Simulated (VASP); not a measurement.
# Ti16Si32B (a cell with a defect) in VASP: a series of runs, part 2 of 3

VASP 6.6.1.

### Step 3. Single point, PBE

The input, INCAR:

```
PREC = Accurate
ENCUT = 520
EDIFF = 1E-6
ISMEAR = 1
SIGMA = 0.1
LREAL = Auto
LASPH = T
NELM = 60
ALGO = Normal
ISIF = 2
LWAVE = F
LCHARG = F
GGA = PE
NBANDS = 192
```

The input, KPOINTS:

```
Automatic mesh
0
Gamma
  1 1 1
```

The input, POSCAR:

```
Ti16Si32B
1.0
    4.8081252100      8.2721766700      0.0000000000
    4.8081252100     -8.2721766700      0.0000000000
   -4.8081252100      0.0000000000     -8.5559772500
Ti Si B
16 32 1
Direct
    0.2486167990      0.2466586239      0.0017770012
    0.3738842220      0.1142436777      0.2549359528
    0.2484365078      0.2472798004      0.5027780549
    0.3745866194      0.1257388617      0.7583236242
    0.2393455403      0.7374418476     -0.0167153294
    0.3766150625      0.6321818252      0.2550481106
    0.2576711538      0.7561619550      0.4958417543
    0.3717947711      0.6205710674      0.7515502304
    0.7505121401      0.2485626962      0.0056032027
    0.8729276370      0.1215582148      0.2518202424
    0.7338189729      0.2311565424      0.4957862797
    0.8794107377      0.1241138629      0.7583917166
    0.7483702834      0.7464179189      0.0013415064
    0.8743969643      0.6217575371      0.2517916622
    0.7498934643      0.7468881923      0.5027834488
    0.8753855605      0.6224142337      0.7514635530
    0.4120829876      0.0771027690      0.0024818329
    0.0858870455      0.4169366017      0.0025530555
    0.0408631311      0.4592129331      0.2533002640
    0.2110497091      0.2833343835      0.2519267576
    0.4232993972      0.1098903826      0.5260443630
    0.0834074276      0.4085345684      0.5001580159
    0.0259982583      0.4486735637      0.7449045954
    0.2104661750      0.2863404336      0.7536735957
    0.4081113610      0.5850084584      0.0010714935
    0.0883046541      0.9075595878      0.0010639908
    0.0391604858      0.9567569962      0.2543489298
    0.1858204547      0.7676224746      0.2249389899
    0.4102744397      0.5803432770      0.5018305123
    0.0852448744      0.9117938023      0.5022936646
    0.0389138076      0.9588806852      0.7536155273
    0.2143279103      0.7876089618      0.7447727739
    0.9131280158      0.0855548868      0.0037232597
    0.5860907608      0.4097821089      0.0037340028
    0.5363218198      0.4600575733      0.2518628592
    0.7079223021      0.2855308203      0.2532425095
    0.9127943282      0.0820250805      0.5023433530
    0.5870938559      0.4128202128      0.5016759595
    0.5361562746      0.4598791835      0.7533211290
    0.7108510595      0.2796070622      0.7553139942
    0.8992008398      0.5693802507     -0.0089047384
    0.5874891892      0.9132354404     -0.0089159144
    0.5346012060      0.9487629717      0.2248906459
    0.7107172881      0.7892054607      0.2544557581
    0.9122187017      0.5829425861      0.5000054844
    0.5984927680      0.9076874169      0.5260906979
    0.5400998842      0.9673690681      0.7553622306
    0.7128481595      0.7848897602      0.7533543590
    0.4411110269      0.9390033648      0.3866512998
```

Potentials or basis: VASP PAW PBE potentials, release 64 (Ti_sv, Si, B).

The run is started by

```
> cat potpaw_PBE.64/Ti_sv/POTCAR potpaw_PBE.64/Si/POTCAR potpaw_PBE.64/B/POTCAR > POTCAR
> mpirun -np 1 vasp_gam > vasp.out
```

OUTCAR:

```text
PREC = Accurate
   ENCUT = 520
   EDIFF = 1E-6
   ISMEAR = 1
   LREAL = Auto
   LASPH = T
   NELM = 60
   ISIF = 2
   GGA = PE

 ion  position               nearest neighbor table
   1  0.249  0.247  0.002-  24 2.52  31 2.52  35 2.53  20 2.53  18 2.75  17 2.76  33 2.80  34 2.80
                            25 2.82  26 2.82
   2  0.374  0.114  0.255-  26 2.54  17 2.56  38 2.57  21 2.60  43 2.71  20 2.75  28 2.77  27 2.78
                            36 2.78  35 2.89
   3  0.248  0.247  0.503-  20 2.53  39 2.53  27 2.54  24 2.54  21 2.59  22 2.70  29 2.77  30 2.79
                            37 2.79  38 2.82
   4  0.375  0.126  0.758-  21 2.42  34 2.49  17 2.53  30 2.57  47 2.68  24 2.69  32 2.76  31 2.77
                            39 2.80  40 2.81
   5  0.239  0.737  0.983-  23 2.48  32 2.48  28 2.53  43 2.53  26 2.66  25 2.66  17 2.75  18 2.75
                            41 2.86  42 2.86
   6  0.377  0.632  0.255-  25 2.54  18 2.56  29 2.57  46 2.60  28 2.71  35 2.75  43 2.77  44 2.78
                            19 2.78  20 2.89
   7  0.258  0.756  0.496-  49 2.47  19 2.54  32 2.55  47 2.56  28 2.62  30 2.72  29 2.72  46 2.73
                            21 2.83  45 2.89  22 2.91
   8  0.372  0.621  0.752-  42 2.51  25 2.52  29 2.53  22 2.54  32 2.69  39 2.69  24 2.79  48 2.83
                            23 2.85  47 2.87
   9  0.751  0.249  0.006-  47 2.50  40 2.51  36 2.53  19 2.53  33 2.69  34 2.69  41 2.73  42 2.73
[... 23 lines left out ...]
  21  0.423  0.110  0.526-  49 1.97   4 2.42  40 2.45   3 2.59   2 2.60  38 2.64  30 2.73  11 2.73
                             7 2.83  39 2.99  28 3.03  46 3.12
  22  0.083  0.409  0.500-  10 2.52   8 2.54  19 2.56  23 2.57   3 2.70  29 2.71  37 2.73  45 2.86
                            11 2.89   7 2.91
  23  0.026  0.449  0.745-   5 2.48  11 2.55  22 2.57  18 2.58  40 2.67  16 2.68  12 2.76  32 2.83
                             8 2.85  24 2.87
  24  0.210  0.286  0.754-   1 2.52   3 2.54  25 2.57  37 2.58   4 2.69  39 2.71  31 2.72  12 2.77
                             8 2.79  23 2.87
  25  0.408  0.585  0.001-   8 2.52   6 2.54  24 2.57  44 2.62   5 2.66  18 2.69  42 2.78   1 2.82
                            13 2.83  34 2.92  43 3.03
  26  0.088  0.908  0.001-  16 2.52   2 2.54  31 2.57  27 2.62   5 2.66  17 2.69  41 2.78   1 2.82
                            13 2.83  33 2.92  28 3.03
  27  0.039  0.957  0.254-   3 2.54  30 2.54  13 2.56  26 2.62  20 2.73  44 2.73  10 2.74  14 2.77
                             2 2.78  28 2.79
  28  0.186  0.768  0.225-  49 2.00  41 2.45   5 2.53   7 2.62  19 2.69  14 2.71   6 2.71   2 2.77
                            27 2.79  43 2.90  18 3.02  26 3.03  21 3.03
  29  0.410  0.580  0.502-   8 2.53   6 2.57  20 2.57  48 2.61  46 2.64  22 2.71   7 2.72   3 2.77
                            15 2.82  38 2.85
  30  0.085  0.912  0.502-  14 2.54  27 2.54   4 2.57  31 2.58   7 2.72  45 2.73  21 2.73   3 2.79
                            15 2.79  37 2.83
  31  0.039  0.959  0.754-   1 2.52  15 2.54  26 2.57  30 2.58  12 2.69  48 2.71  24 2.72   4 2.77
                            16 2.79  32 2.87
  32  0.214  0.788  0.745-   5 2.48   7 2.55  45 2.57  17 2.58  47 2.67   8 2.69   4 2.76  23 2.83
                            16 2.85  31 2.87
  33  0.913  0.086  0.004-  12 2.49  10 2.52  20 2.57  48 2.59  42 2.66   9 2.69  18 2.76   1 2.80
                            13 2.81  26 2.92
  34  0.586  0.410  0.004-   4 2.49  14 2.52  35 2.57  39 2.59  41 2.66   9 2.69  17 2.76   1 2.80
                            13 2.81  25 2.92
  35  0.536  0.460  0.252-   1 2.53  15 2.53  34 2.57  38 2.57  20 2.71  44 2.73   6 2.75  14 2.81
                            36 2.86   2 2.89
  36  0.708  0.286  0.253-   9 2.53  11 2.54  45 2.56  17 2.57  43 2.69  10 2.72  19 2.77   2 2.78
                            14 2.80  35 2.86
  37  0.913  0.082  0.502-  44 2.54  10 2.54  12 2.57  24 2.58  11 2.72  22 2.73  46 2.73  15 2.79
                             3 2.79  30 2.83
  38  0.587  0.413  0.502-  16 2.53   2 2.57  35 2.57  39 2.61  21 2.64  45 2.71  11 2.72  15 2.77
                             3 2.82  29 2.85
  39  0.536  0.460  0.753-  13 2.52   3 2.53  34 2.59  38 2.61   8 2.69  48 2.71  24 2.71   4 2.80
                            16 2.83  40 2.94  21 2.99  41 3.13
  40  0.711  0.280  0.755-  21 2.45  41 2.48   9 2.51  11 2.56  47 2.60  23 2.67  12 2.68   4 2.81
                            16 2.87  39 2.94
  41  0.899  0.569  0.991-  28 2.45  40 2.48  16 2.51  14 2.58  34 2.66  13 2.71   9 2.73  26 2.78
                            18 2.81   5 2.86  39 3.13
  42  0.587  0.913  0.991-  43 2.45  47 2.48   8 2.51  10 2.58  33 2.66  13 2.71   9 2.73  25 2.78
                            17 2.81   5 2.86  48 3.13
[... 221 lines left out ...]
   EDIFF  = 0.1E-05   stopping-criterion for ELM
   LREAL  =      T    real-space projection
   EDIFFG = 0.1E-04   stopping-criterion for IOM
   NSW    =      0    number of steps for IOM
   IBRION =     -1    ionic relax: 0-MD 1-quasi-New 2-CG
   NFREE  =      0    steps in history (QN), initial steepest desc. (CG)
   ISIF   =      2    stress and relaxation
   ISYM   =      2    0-nonsym 1-usesym 2-fastsym
   POTIM  = 0.5000    time-step for ionic-motion
   TEBEG  =    0.0;   TEEND  =   0.0 temperature during run
   PSTRESS=    0.0 pullay stress
   NELECT =     323.0000    total number of electrons
   NUPDOWN=      -1.0000    fix difference up-down
   EMIN   =  10.00;   EMAX   =-10.00  energy-range for DOS
   EFERMI =   0.00;   METHOD = LEGACY
   ISMEAR =     1;   SIGMA  =   0.10  broadening in eV -4-tet -1-fermi 0-gaus
   EFERMI_NEDOS =   21; number of points for ismear=-14 and -15
   IALGO  =     38    algorithm
   IMIX   =      4    mixing-type and parameters
     AMIX     =   0.40;   BMIX     =  1.00
     AMIX_MAG =   1.60;   BMIX_MAG =  1.00
  volume/ion in A,a.u.               =      13.89        93.73
  Fermi-wavevector in a.u.,A,eV,Ry     =   1.276960  2.413104 22.186023  1.630627
  Thomas-Fermi vector in A             =   2.409587
   LORBIT       =      0    0 simple, 1 ext, 2 COOP (PROOUT), +10 PAW based schemes
   GGA     = PE    functional components
   LHFCALC =     F    Hartree Fock is set to
   AEXX    =    0.0000 exact exchange contribution
   IVDW    =     0    specifies the selected vdW correction
   LEPSILON=     F    determine dielectric tensor
   LRPA    =     F    only Hartree local field effects (RPA)
 non-spin polarized calculation
 Methfessel and Paxton  Order N= 1 SIGMA  =   0.10
  energy-cutoff  :      520.00
  volume of cell :      680.61
 maximum number of plane-waves:      9169
 NGX is ok and might be reduce to    70
   NGX = 35   NGY = 35   NGZ = 37

 number of electron     323.0000001 magnetization

 Free energy of the ion-electron system (eV)
  ---------------------------------------------------
  ext. energy  EPLUGINS =         0.00000000
  ---------------------------------------------------
  free energy    TOTEN  =      -331.22513507 eV

  energy without entropy =     -331.22187243  energy(sigma->0) =     -331.22404752

 E-fermi :  10.5448     XC(G=0): -11.7132

 val. band max:       10.4370254699   @ k =   0.0000   0.0000   0.0000
 cond. band min:      10.5527722946   @ k =   0.0000   0.0000   0.0000
 fundamental gap:      0.1157468247
 Fermi energy:        10.5448380796

 k-point     1 :       0.0000    0.0000    0.0000
  band No.  band energies     occupation
      1     -45.9893      2.00000
      2     -45.9890      2.00000
      3     -45.9415      2.00000
      4     -45.9381      2.00000
      5     -45.9245      2.00000
      6     -45.9236      2.00000
[... 165 lines left out ...]
    172      11.4161     -0.00000
    173      11.4962     -0.00000
 [bands above 173 left out]

------------------------ aborting loop because EDIFF is reached ----------------------------------------

  FORCE on cell =-STRESS in cart. coord.  units (eV):
  Direction    XX          YY          ZZ          XY          YZ          ZX
  --------------------------------------------------------------------------------------
  -------------------------------------------------------------------------------------
  Total       -2.0071329    -10.6670865     17.0929090      1.9215951      0.0140689      0.0346257
  in kB       -4.7248881    -25.1108384     40.2375358      4.5235279      0.0331188      0.0815105
  external PRESSURE =       3.4672698 kB  Pullay stress =       0.0000000 kB

 VOLUME and BASIS-vectors are now :
 -----------------------------------------------------------------------------
  energy-cutoff  :      520.00
  volume of cell :      680.61
      direct lattice vectors                 reciprocal lattice vectors
     4.808125210  8.272176670  0.000000000     0.103990636  0.060443583 -0.058438678
     4.808125210 -8.272176670  0.000000000     0.103990636 -0.060443583 -0.058438678
    -4.808125210  0.000000000 -8.555977250     0.000000000  0.000000000 -0.116877356

 POSITION                                       TOTAL-FORCE (eV/Angst)
 -----------------------------------------------------------------------------------
      2.37280      0.01620     -0.01520         0.002611      0.000147      0.001807
      1.12122      2.14779     -2.18123        -0.002344     -0.024743     -0.001036
     -0.03395      0.00957     -4.30176         0.010501     -0.002416      0.002763
     -1.24049      2.05851     -6.48820        -0.000464     -0.005111      0.000036
     -0.03124     -4.12034     -8.41296         0.005639     -0.000625      0.004913
      3.62412     -2.11409     -2.18219         0.005093      0.008434      0.003835
[... 41 lines left out ...]
      3.57909     -0.59594     -6.44568        -0.000914     -0.005336      0.002274
      4.77669     -4.11865     -3.30818         0.002159      0.001626     -0.007593
 -----------------------------------------------------------------------------------
    total drift:                                0.036160     -0.030734      0.024971

  FREE ENERGIE OF THE ION-ELECTRON SYSTEM (eV)
  ---------------------------------------------------
  free  energy   TOTEN  =      -331.2251350742 eV

  energy  without entropy=     -331.2218724259  energy(sigma->0) =     -331.22404752
```

Wall time 6.7 min (1 thread of Intel Xeon Platinum 8259CL at 2.50GHz (Skylake/Cascade Lake), shared host); peak memory 0.8 GiB.

Results:

```
Free energy            : -331.2251 eV
Pressure               : 0.3 GPa
Largest force          : 0.025 eV/Å
Band gap on the k mesh : zero (an odd number of electrons rules out a gap without spin polarisation)
```

Forces in eV/Å, atoms in the order of the input:
```
Ti   0.003  0.000  0.002
Ti  -0.002 -0.025 -0.001
Ti   0.011 -0.002  0.003
Ti   0.000 -0.005  0.000
Ti   0.006 -0.001  0.005
Ti   0.005  0.008  0.004
Ti  -0.004 -0.008  0.005
Ti   0.002  0.002  0.008
Ti   0.000 -0.015 -0.007
Ti  -0.003  0.004  0.014
Ti   0.003  0.009 -0.009
Ti   0.003  0.012  0.007
Ti   0.004  0.005 -0.003
Ti   0.011  0.001  0.013
Ti   0.001  0.001  0.006
Ti  -0.012 -0.003  0.001
Si   0.004  0.006  0.001
Si  -0.002 -0.007  0.000
Si   0.002 -0.005  0.003
Si  -0.004 -0.001 -0.003
Si   0.001  0.005 -0.003
Si   0.002 -0.006  0.000
Si  -0.004 -0.002 -0.001
Si  -0.005  0.002  0.004
Si   0.004  0.003 -0.009
Si  -0.001  0.000 -0.004
Si  -0.002  0.005 -0.003
Si  -0.009 -0.001 -0.004
Si  -0.001 -0.004  0.004
Si  -0.002  0.001 -0.002
Si  -0.001 -0.002  0.002
Si   0.003  0.008 -0.004
Si   0.001  0.004 -0.008
Si  -0.007  0.002 -0.003
Si   0.004  0.003 -0.005
Si  -0.005  0.005  0.006
Si  -0.006 -0.002 -0.005
Si   0.002  0.003 -0.001
Si   0.002  0.001  0.003
Si  -0.002  0.001 -0.003
Si  -0.005  0.004  0.001
Si   0.003 -0.008  0.000
Si   0.011  0.004 -0.002
Si  -0.002  0.002  0.004
Si  -0.001  0.003 -0.005
Si  -0.010 -0.009 -0.004
Si  -0.001  0.006  0.000
Si  -0.001 -0.005  0.002
B    0.002  0.002 -0.008
```

Caveat: the k points lie up to 0.84 Å⁻¹ apart, too coarse for converged energies and pressures of a metal.

(Continued in part 3 of 3.)
